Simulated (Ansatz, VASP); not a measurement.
## MoS2 in VASP and in Ansatz

Contents of INCAR:

```
ALGO     = Normal         # electronic algorithm
EDIFF    = 1E-6           # SCF threshold, eV
ENCUT    = 500            # plane-wave cutoff, eV
GGA      = PE             # functional
GGA_COMPAT= F            
ISIF     = 2              # what is computed and relaxed
ISMEAR   = 0              # smearing method
IVDW     = 12             # dispersion correction
LASPH    = T              # aspherical terms in the spheres
LCHARG   = T              # write CHGCAR
LELF     = T              # ELF
LREAL    = F              # projectors in reciprocal space
LVHAR    = T            
LWAVE    = F              # write WAVECAR
NBANDS   = 20             # bands
NELM     = 120            # most SCF steps
PREC     = Accurate       # precision mode
SIGMA    = 0.05           # smearing width, eV
```

The input KPOINTS:

```
k-points
0
Gamma
  12 12 6
```

File POSCAR:

```
MoS2
1.0
    3.1068451614      0.0000000000      0.0000000000
   -1.5534225807      2.6906068354      0.0000000000
    0.0000000000      0.0000000000      6.5549756181
Mo S
1 2
Direct
    0.0000000000      0.0000000000      0.0000000000
    0.3333333333      0.6666666667      0.2357940733
    0.3333333333      0.6666666667      0.7642059267
```

Input for Ansatz:

```yaml
crystal:
  lattice:
    - [3.1068451614, 0.0, 0.0]
    - [-1.5534225807, 2.6906068354, 0.0]
    - [0.0, 0.0, 6.5549756181]
  atoms:
    - { symbol: Mo, position: [0.0, 0.0, 0.0] }
    - { symbol: S, position: [0.3333333333, 0.6666666667, 0.2357940733] }
    - { symbol: S, position: [0.3333333333, 0.6666666667, 0.7642059267] }
basis:
  ecutwfc: 420
kpoints:
  mp_grid: { grid: [12, 12, 6] }
hamiltonian:
  xc: pbe
  dispersion: d3bj
scf:
  occupations: { method: gaussian, width: 0.05 }
output:
  forces: true
  stress: true
  eigenvalues: true
```

Alike in both runs: task single point; functional PBE; dispersion D3(BJ); k mesh 12 × 12 × 6; occupations gaussian, width 0.05 eV; no spin polarisation.

```csv
,VASP,Ansatz
version,VASP 6.6.1,Ansatz 0.2.0
potentials or method,"VASP PAW PBE potentials, release 64 (Mo_sv, S), cutoff 500 eV","scalar-relativistic, plane waves, PAW"
valence electrons in the cell,26,26
```

|  | VASP | Ansatz | Ansatz less VASP |
| --- | --- | --- | --- |
| gap on the k mesh at the Fermi level (eV) | 1.21 | 1.20 | -0.012 |
| least direct gap on the mesh (eV) | 1.86 | 1.86 | -0.005 |
| pressure (GPa) | 6.2 | 6.3 | +0.15 |
| traceless stress, the component that is largest in VASP (GPa) | 0.42 | 0.48 | +0.059 |
| rms of the force components (eV/Å) | 0.323 | 0.331 | +0.0081 |

Atom by atom the forces differ by 0.008 eV/Å (rms over components).
